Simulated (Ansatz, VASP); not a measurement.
**Ca: VASP beside Ansatz**

```
Ca
1.0
    -2.24000    2.32960    2.24000
     2.24000   -2.32960    2.24000
     2.24000    2.32960   -2.24000
Ca
1
Cartesian
  0.0000 0.0000 0.0000
```

Change from the starting cell: strain +0.0400 x Voigt [0, 1, 0, 0, 0, 0], atoms carried along.

Alike in both runs: task single point; functional r2SCAN; k mesh 16 × 16 × 16; occupations gaussian, width 0.15 eV; no spin polarisation.

|  | VASP | Ansatz |
| --- | --- | --- |
| version | VASP 6.6.1 | Ansatz 0.2.0 |
| potentials or method | VASP PAW PBE potentials, release 64 (Ca_sv), cutoff 550 eV | scalar-relativistic, plane waves, PAW |
| valence electrons in the cell | 10 | 10 |

|  | VASP | Ansatz | Ansatz less VASP |
| --- | --- | --- | --- |
| gap on the k mesh at the Fermi level (eV) | none | none | - |
| pressure (GPa) | -1.2 | -1.2 | -0.05 |

VASP's potentials were made for PBE, not for r2SCAN. A gap of «none» marks a metal or a gap that the smearing closes.
